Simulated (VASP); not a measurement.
# NbN (Fm-3m) in VASP: further runs

The runs below take NbN through single point, with PBE.

Everything below comes from runs of VASP 6.6.1. Logs are shortened: lines on timing, memory, paths and dates and some standing lists are left out, and cuts for length are marked.

### Step 1. The cell of the first run

It takes space group Fm-3m (No. 225, cubic). Conventional cell: a = 4.299 Å, b = 4.299 Å, c = 4.299 Å, α = 90.00°, β = 90.00°, γ = 90.00°. Within 2.8 Å of Nb (site symmetry m-3m) lie 6 N at 2.15 Å. Within 2.8 Å of N (site symmetry m-3m) lie 6 Nb at 2.15 Å.

### Step 2. Single point, PBE (9.93 Å³/atom)

The input, INCAR:

```
  PREC = Accurate
  ENCUT = 600
  EDIFF = 1E-6
  ISMEAR = -1
  SIGMA = 0.08
  LREAL = F
  LASPH = T
  NELM = 120
  ALGO = Normal
  ISIF = 2
  LWAVE = F
  LCHARG = F
  GGA = PE
  NBANDS = 16
  GGA_COMPAT = F
```

The input, KPOINTS:

```
Automatic mesh
0
Gamma
  13 13 13
```

The input, POSCAR:

```
NbN
1.0
    0.0000000000      2.1497017156      2.1497017156
    2.1497017156      0.0000000000      2.1497017156
    2.1497017156      2.1497017156      0.0000000000
Nb N
1 1
Direct
    0.5000000000      0.5000000000      0.5000000000
    0.0000000000      0.0000000000      0.0000000000
```

Potentials or basis: VASP PAW PBE potentials, release 64 (Nb_sv, N).

Started as:

```bash
> cat potpaw_PBE.64/Nb_sv/POTCAR potpaw_PBE.64/N/POTCAR > POTCAR
> mpirun -np 1 vasp_std > vasp.out
```

OUTCAR:

```text
PREC = Accurate
   ENCUT = 600
   EDIFF = 1E-6
   ISMEAR = -1
   LREAL = F
   LASPH = T
   NELM = 120
   ISIF = 2
   GGA = PE

 ion  position               nearest neighbor table
   1  0.500  0.500  0.500-   2 2.15   2 2.15   2 2.15   2 2.15   2 2.15   2 2.15
   2  0.000  0.000  0.000-   1 2.15   1 2.15   1 2.15   1 2.15   1 2.15   1 2.15

  LATTYP: Found a face centered cubic cell.
 ALAT       =     4.2994034312

  Lattice vectors:

 A1 = (   0.0000000000,   2.1497017156,   2.1497017156)
 A2 = (   2.1497017156,   0.0000000000,   2.1497017156)
 A3 = (   2.1497017156,   2.1497017156,   0.0000000000)

Analysis of symmetry for initial positions (statically):
=====================================================================
 Subroutine PRICEL returns:
 Original cell was already a primitive cell.

 Routine SETGRP: Setting up the symmetry group for a
 face centered cubic supercell.

 Subroutine GETGRP returns: Found 48 space group operations
 (whereof 48 operations were pure point group operations)
 out of a pool of 48 trial point group operations.

The static configuration has the point symmetry O_h .

Analysis of symmetry for dynamics (positions and initial velocities):
=====================================================================
 Subroutine PRICEL returns:
 Original cell was already a primitive cell.

 Routine SETGRP: Setting up the symmetry group for a
 face centered cubic supercell.

 Subroutine GETGRP returns: Found 48 space group operations
 (whereof 48 operations were pure point group operations)
 out of a pool of 48 trial point group operations.

The dynamic configuration has the point symmetry O_h .

 Subroutine INISYM returns: Found 48 space group operations
 (whereof 48 operations are pure point group operations),
 and found     1 'primitive' translations

----------------------------------------------------------------------------------------

                                     Primitive cell

  volume of cell :      19.8685

  direct lattice vectors                    reciprocal lattice vectors
     0.000000000  2.149701716  2.149701716    -0.232590408  0.232590408  0.232590408
     2.149701716  0.000000000  2.149701716     0.232590408 -0.232590408  0.232590408
     2.149701716  2.149701716  0.000000000     0.232590408  0.232590408 -0.232590408
[... 79 lines left out ...]
   LNONCOLLINEAR =      F non collinear calculations
   LSORBIT =      F    spin-orbit coupling
   LASPH  =      T    aspherical Exc in radial PAW
   ENCUT  =  600.0 eV  44.10 Ry    6.64 a.u.   6.07  6.07  6.07*2*pi/ulx,y,z
   NELM   =    120;   NELMIN=  2; NELMDL= -5     # of ELM steps
   EDIFF  = 0.1E-05   stopping-criterion for ELM
   LREAL  =      F    real-space projection
   EDIFFG = 0.1E-04   stopping-criterion for IOM
   NSW    =      0    number of steps for IOM
   IBRION =     -1    ionic relax: 0-MD 1-quasi-New 2-CG
   NFREE  =      0    steps in history (QN), initial steepest desc. (CG)
   ISIF   =      2    stress and relaxation
   ISYM   =      2    0-nonsym 1-usesym 2-fastsym
   POTIM  = 0.5000    time-step for ionic-motion
   TEBEG  =    0.0;   TEEND  =   0.0 temperature during run
   PSTRESS=    0.0 pullay stress
   NELECT =      18.0000    total number of electrons
   NUPDOWN=      -1.0000    fix difference up-down
   EMIN   =  10.00;   EMAX   =-10.00  energy-range for DOS
   EFERMI =   0.00;   METHOD = LEGACY
   ISMEAR =    -1;   SIGMA  =   0.08  broadening in eV -4-tet -1-fermi 0-gaus
   EFERMI_NEDOS =   21; number of points for ismear=-14 and -15
   IALGO  =     38    algorithm
   IMIX   =      4    mixing-type and parameters
     AMIX     =   0.40;   BMIX     =  1.00
     AMIX_MAG =   1.60;   BMIX_MAG =  1.00
  volume/ion in A,a.u.               =       9.93        67.04
  Fermi-wavevector in a.u.,A,eV,Ry     =   1.584081  2.993480 34.141283  2.509314
  Thomas-Fermi vector in A             =   2.683754
   LORBIT       =      0    0 simple, 1 ext, 2 COOP (PROOUT), +10 PAW based schemes
   GGA     = PE    functional components
   LHFCALC =     F    Hartree Fock is set to
   AEXX    =    0.0000 exact exchange contribution
   IVDW    =     0    specifies the selected vdW correction
   LEPSILON=     F    determine dielectric tensor
   LRPA    =     F    only Hartree local field effects (RPA)
 non-spin polarized calculation
  energy-cutoff  :      600.00
  volume of cell :       19.87
 maximum number of plane-waves:       676
   NGX = 13   NGY = 13   NGZ = 13

 number of electron      17.9999997 magnetization

 Free energy of the ion-electron system (eV)
  ---------------------------------------------------
  ext. energy  EPLUGINS =         0.00000000
  ---------------------------------------------------
  free energy    TOTEN  =       -20.39979570 eV

  energy without entropy =      -20.38431935  energy(sigma->0) =      -20.39205752

 E-fermi :  15.0874     XC(G=0): -13.7479

 val. band max:       15.0647431415   @ k =  -0.3077   0.0769   0.0000
 cond. band min:      15.1132806479   @ k =   0.3077   0.0000   0.0000
 fundamental gap:      0.0485375065
 Fermi energy:        15.0874002903

 k-point     1 :       0.0000    0.0000    0.0000
  band No.  band energies     occupation
      1     -41.3097      2.00000
      2     -16.8856      2.00000
      3     -16.8856      2.00000
      4     -16.8856      2.00000
      5      -2.9736      2.00000
      6      11.5388      2.00000
[... 433 lines left out ...]
      3     -17.1399      2.00000
      4     -17.0734      2.00000
      5      -0.7831      2.00000
      6       6.3931      2.00000
[... 8 lines left out ...]
     15      28.0277      0.00000
     16      29.0294      0.00000

 [... further k-points ...]

------------------------ aborting loop because EDIFF is reached ----------------------------------------

  FORCE on cell =-STRESS in cart. coord.  units (eV):
  Direction    XX          YY          ZZ          XY          YZ          ZX
  --------------------------------------------------------------------------------------
  -------------------------------------------------------------------------------------
  Total        3.7374310      3.7374310      3.7374310      0.0000000     -0.0000000      0.0000000
  in kB      301.3832802    301.3832802    301.3832802      0.0000000     -0.0000000      0.0000000
  external PRESSURE =     301.3832802 kB  Pullay stress =       0.0000000 kB

 VOLUME and BASIS-vectors are now :
 -----------------------------------------------------------------------------
  energy-cutoff  :      600.00
  volume of cell :       19.87
      direct lattice vectors                 reciprocal lattice vectors
     0.000000000  2.149701716  2.149701716    -0.232590408  0.232590408  0.232590408
     2.149701716  0.000000000  2.149701716     0.232590408 -0.232590408  0.232590408
     2.149701716  2.149701716  0.000000000     0.232590408  0.232590408 -0.232590408

 POSITION                                       TOTAL-FORCE (eV/Angst)
 -----------------------------------------------------------------------------------
      2.14970      2.14970      2.14970         0.000000      0.000000      0.000000
      0.00000      0.00000      0.00000         0.000000      0.000000      0.000000
 -----------------------------------------------------------------------------------
    total drift:                                0.000000     -0.000000      0.000000

  FREE ENERGIE OF THE ION-ELECTRON SYSTEM (eV)
  ---------------------------------------------------
  free  energy   TOTEN  =       -20.3997956953 eV

  energy  without entropy=      -20.3843193499  energy(sigma->0) =      -20.39205752
```

stdout:

```text
POSCAR found type information on POSCAR NbN
 POSCAR found :  2 types and       2 ions
 scaLAPACK will be used
 LDA part: xc-table for (Slater+PW92), standard interpolation
 POSCAR, INCAR and KPOINTS ok, starting setup
 FFT: planning ... GRIDC
 FFT: planning ... GRID_SOFT
 FFT: planning ... GRID
 WAVECAR not read
 entering main loop
```

Run time: 12 s. Hardware: 1 thread of Intel Xeon Platinum 8375C at 2.90GHz (Ice Lake), shared host; peak memory 0.16 GiB.

What came out:

```
Free energy            : -20.3998 eV
Pressure               : 30.1 GPa
Band gap on the k mesh : zero (bands 9 and 10 overlap by 3.77 eV)
```

Caveat: the cell stands under pressure.

### Step 3. Single point, PBE (10.15 Å³/atom)

This run uses another cell than the first one, of 10.15 Å³/atom.

The input, INCAR:

```
PREC = Accurate
ENCUT = 600
EDIFF = 1E-6
ISMEAR = -1
SIGMA = 0.08
LREAL = False
LASPH = True
NELM = 120
ALGO = Normal
ISIF = 2
LWAVE = False
LCHARG = False
GGA = PE
NBANDS = 16
GGA_COMPAT = False
```

KPOINTS is that of step 2.

The input, POSCAR:

```
NbN
1.0
    0.0000000000      2.1648409588      2.1648409588
    2.1648409588      0.0000000000      2.1648409588
    2.1648409588      2.1648409588      0.0000000000
Nb N
1 1
Direct
    0.5000000000      0.5000000000      0.5000000000
    0.0000000000      0.0000000000      0.0000000000
```

Potentials or basis: VASP PAW PBE potentials, release 64 (Nb_sv, N).

Started as:

```bash
> cat potpaw_PBE.64/Nb_sv/POTCAR potpaw_PBE.64/N/POTCAR > POTCAR
> mpirun -np 1 vasp_std > vasp.out
```

Run time: 12 s. Hardware: 1 thread of Intel Xeon Platinum 8375C at 2.90GHz (Ice Lake), shared host; peak memory 0.16 GiB.

The run converged. Its results:

* Free energy: -20.4684 eV
* Pressure: 21.4 GPa
* Band gap on the k mesh: zero (bands 9 and 10 overlap by 3.65 eV)

Levels at points of the mesh, in eV from the Fermi level:
```
           k point  band 6  band 7  band 8  band 9  band 10  band 11  band 12  band 13
(0.00, 0.00, 0.00)   -3.48   -3.48   -3.48   -2.14    -2.14    -2.14    -0.15    -0.15
```

Caveat: the cell stands under pressure.

### Step 4. Single point, PBE (10.36 Å³/atom)

This run uses another cell than the first one, of 10.36 Å³/atom.

Changes to INCAR since step 3:

```diff
@@ -11,4 +11,6 @@
 LWAVE = False
-LCHARG = False
+LCHARG = True
 GGA = PE
+LELF = True
+LVHAR = True
 NBANDS = 16
```

KPOINTS is that of step 3.

The input, POSCAR:

```
NbN
1.0
    0.0000000000      2.1797713683      2.1797713683
    2.1797713683      0.0000000000      2.1797713683
    2.1797713683      2.1797713683      0.0000000000
Nb N
1 1
Direct
    0.5000000000      0.5000000000      0.5000000000
    0.0000000000      0.0000000000      0.0000000000
```

Potentials or basis: VASP PAW PBE potentials, release 64 (Nb_sv, N).

Started as:

```bash
> cat potpaw_PBE.64/Nb_sv/POTCAR potpaw_PBE.64/N/POTCAR > POTCAR
> mpirun -np 1 vasp_std > vasp.out
```

OUTCAR:

```text
PREC = Accurate
   ENCUT = 600
   EDIFF = 1E-6
   ISMEAR = -1
   LREAL = False
   LASPH = True
   NELM = 120
   ISIF = 2
   GGA = PE

 ion  position               nearest neighbor table
   1  0.500  0.500  0.500-   2 2.18   2 2.18   2 2.18   2 2.18   2 2.18   2 2.18
   2  0.000  0.000  0.000-   1 2.18   1 2.18   1 2.18   1 2.18   1 2.18   1 2.18

  LATTYP: Found a face centered cubic cell.
 ALAT       =     4.3595427366

  Lattice vectors:

[... 642 lines left out ...]

------------------------ aborting loop because EDIFF is reached ----------------------------------------

  FORCE on cell =-STRESS in cart. coord.  units (eV):
  Direction    XX          YY          ZZ          XY          YZ          ZX
  --------------------------------------------------------------------------------------
  -------------------------------------------------------------------------------------
  Total        1.7437601      1.7437601      1.7437601      0.0000000      0.0000000      0.0000000
  in kB      134.8759413    134.8759413    134.8759413      0.0000000      0.0000000      0.0000000
  external PRESSURE =     134.8759413 kB  Pullay stress =       0.0000000 kB

 VOLUME and BASIS-vectors are now :
 -----------------------------------------------------------------------------
  energy-cutoff  :      600.00
  volume of cell :       20.71
      direct lattice vectors                 reciprocal lattice vectors
     0.000000000  2.179771368  2.179771368    -0.229381855  0.229381855  0.229381855
     2.179771368  0.000000000  2.179771368     0.229381855 -0.229381855  0.229381855
     2.179771368  2.179771368  0.000000000     0.229381855  0.229381855 -0.229381855

 POSITION                                       TOTAL-FORCE (eV/Angst)
 -----------------------------------------------------------------------------------
      2.17977      2.17977      2.17977        -0.000000     -0.000000     -0.000000
      0.00000      0.00000      0.00000         0.000000      0.000000      0.000000
 -----------------------------------------------------------------------------------
    total drift:                                0.000000      0.000000      0.000000

  FREE ENERGIE OF THE ION-ELECTRON SYSTEM (eV)
  ---------------------------------------------------
  free  energy   TOTEN  =       -20.5150177088 eV

  energy  without entropy=      -20.4982637739  energy(sigma->0) =      -20.50664074
```

OSZICAR:

```text
N       E                     dE             d eps       ncg     rms          rms(c)
DAV:   1     0.166582110452E+03    0.16658E+03   -0.11013E+04  2696   0.133E+03
DAV:   2    -0.141241238900E+02   -0.18071E+03   -0.17368E+03  3088   0.431E+02
DAV:   3    -0.238180143122E+02   -0.96939E+01   -0.95512E+01  5024   0.856E+01
DAV:   4    -0.239553481185E+02   -0.13733E+00   -0.13724E+00  3072   0.840E+00
DAV:   5    -0.239589850487E+02   -0.36369E-02   -0.36366E-02  3944   0.135E+00    0.131E+01
DAV:   6    -0.206560178963E+02    0.33030E+01   -0.89212E+00  4096   0.323E+01    0.466E+00
DAV:   7    -0.205303419849E+02    0.12568E+00   -0.62144E-01  3352   0.824E+00    0.280E+00
DAV:   8    -0.205199095073E+02    0.10432E-01   -0.14406E-01  4264   0.400E+00    0.106E+00
DAV:   9    -0.205148230609E+02    0.50864E-02   -0.21755E-02  3688   0.173E+00    0.381E-01
DAV:  10    -0.205150507002E+02   -0.22764E-03   -0.14892E-03  3080   0.517E-01    0.816E-02
DAV:  11    -0.205150142476E+02    0.36453E-04   -0.13875E-04  3552   0.105E-01    0.296E-02
DAV:  12    -0.205150175667E+02   -0.33191E-05   -0.69329E-06  3504   0.295E-02    0.638E-03
DAV:  13    -0.205150177088E+02   -0.14211E-06   -0.86633E-07  2352   0.140E-02
   1 F= -.20515018E+02 E0= -.20506641E+02  d E =-.167539E-01
```

Wall time 28 s (1 thread of Intel Xeon Platinum 8375C at 2.90GHz (Ice Lake), shared host); peak memory 0.18 GiB.

Results:

* Free energy: -20.5150 eV
* Pressure: 13.5 GPa
* Band gap on the k mesh: zero (bands 9 and 10 overlap by 3.54 eV)

Levels at points of the mesh, in eV from the Fermi level:
| k point | band 7 | band 8 | band 9 | band 10 | band 11 | band 12 |
| --- | --- | --- | --- | --- | --- | --- |
| (0.00, 0.00, 0.00) | -3.42 | -3.42 | -2.08 | -2.08 | -2.08 | -0.15 |

Caveat: the cell stands under pressure.

### Step 5. Single point, PBE (10.67 Å³/atom)

This run uses another cell than the first one, of 10.67 Å³/atom.

The input, INCAR:

```
PREC = Accurate ; ENCUT = 600
EDIFF = 1E-6 ; ISMEAR = -1
SIGMA = 0.08 ; LREAL = False
LASPH = True ; NELM = 120
ALGO = Normal ; ISIF = 2
LWAVE = False ; LCHARG = False
GGA = PE ; NBANDS = 16
GGA_COMPAT = False
```

KPOINTS is that of step 4.

The input, POSCAR:

```
NbN
1.0
    0.0000000000      2.2017907512      2.2017907512
    2.2017907512      0.0000000000      2.2017907512
    2.2017907512      2.2017907512      0.0000000000
Nb N
1 1
Direct
    0.5000000000      0.5000000000      0.5000000000
    0.0000000000      0.0000000000      0.0000000000
```

Started as:

```bash
> cat potpaw_PBE.64/Nb_sv/POTCAR potpaw_PBE.64/N/POTCAR > POTCAR
> mpirun -np 1 vasp_std > vasp.out
```

It took 26 s on 1 thread of Intel Xeon Platinum 8375C at 2.90GHz (Ice Lake), shared host; peak memory 0.18 GiB.

The run converged. Its results:

```
Free energy            : -20.5486 eV
Pressure               : 3.1 GPa
Band gap on the k mesh : zero (bands 9 and 10 overlap by 3.39 eV)
```

Levels at points of the mesh, in eV from the Fermi level:
```
           k point  band 6  band 7  band 8  band 9  band 10  band 11  band 12  band 13
(0.00, 0.00, 0.00)   -3.33   -3.33   -3.33   -2.00    -2.00    -2.00    -0.15    -0.15
```

Caveat: the cell stands under pressure.

### Step 6. Single point, PBE (10.46 Å³/atom)

This run uses another cell than the first one, of 10.46 Å³/atom.

INCAR is that of step 5.

The input, KPOINTS:

```
regular mesh
0
Gamma
  13 13 13
```

The input, POSCAR:

```
NbN
1.0
    0.0000000000      2.1871604803      2.1871604803
    2.1871604803      0.0000000000      2.1871604803
    2.1871604803      2.1871604803      0.0000000000
Nb N
1 1
Direct
    0.5000000000      0.5000000000      0.5000000000
    0.0000000000      0.0000000000      0.0000000000
```

Potentials or basis: VASP PAW PBE potentials, release 64 (Nb_sv, N).

Started as:

```bash
> cat potpaw_PBE.64/Nb_sv/POTCAR potpaw_PBE.64/N/POTCAR > POTCAR
> mpirun -np 1 vasp_std > vasp.out
```

Run time: 27 s. Hardware: 1 thread of Intel Xeon Platinum 8375C at 2.90GHz (Ice Lake), shared host; peak memory 0.18 GiB.

The run converged. Its results:

| Item | Value |
| --- | --- |
| Free energy | -20.5308 eV |
| Pressure | 9.8 GPa |
| Band gap on the k mesh | zero (bands 9 and 10 overlap by 3.49 eV) |

Levels at points of the mesh, in eV from the Fermi level:
```tsv
k point	band 7	band 8	band 9	band 10	band 11	band 12
(0.00, 0.00, 0.00)	-3.39	-3.39	-2.05	-2.05	-2.05	-0.15
```

Caveat: the cell stands under pressure.

### Step 7. Overview

```csv
cell,gap on the mesh (eV),pressure (GPa)
"a = 3.040 Å, angles 60.0°, 2 atoms",none,30.1
"a = 3.062 Å, angles 60.0°, 2 atoms",none,21.4
"a = 3.083 Å, angles 60.0°, 2 atoms",none,13.5
"a = 3.114 Å, angles 60.0°, 2 atoms",none,3.1
"a = 3.093 Å, angles 60.0°, 2 atoms",none,9.8
```

Alike in all rows: task single point; level PBE; potentials or basis VASP PAW PBE potentials, release 64 (Nb_sv, N); no spin polarisation; k mesh 13 × 13 × 13; cutoff (eV) 600; smearing fermi-dirac 0.08 eV.

Caveats: the cell stands under pressure.

Absolute energies hang on the potentials; compare differences alone.

The gap in the log of VASP goes by the Fermi energy; the results here count the filled bands.